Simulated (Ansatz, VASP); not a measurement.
Zr in VASP and in Ansatz

```
Zr
1.0
     0.00000    2.22452    2.22452
     2.22452    0.00000    2.22452
     2.22452    2.22452    0.00000
Zr
1
Direct
  0.00000 0.00000 0.00000
```

Change from the starting cell: volume scaled by 0.96.

Alike in both runs: task single point; functional PBEsol; dispersion D4; k mesh 10 × 10 × 10; occupations fermi-dirac, width 0.01 eV; collinear spin; fixed moment 1 μB.

```csv
,VASP,Ansatz
version,VASP 6.6.1,Ansatz 0.2.0
potentials or method,"VASP PAW PBE potentials, release 64 (Zr_sv), cutoff 520 eV","all-electron LAPW, scalar-relativistic"
```

```csv
,VASP,Ansatz,Ansatz less VASP
pressure (GPa),3.4,3.4,-0.04
size of the moment on the site where the two differ most (μB),0.57,0.81,+0.241
```

VASP's potentials were made for PBE, not for PBEsol. Site moments also hang on the region over which each program counts them. Ansatz ran all-electron here, and VASP with PAW potentials.
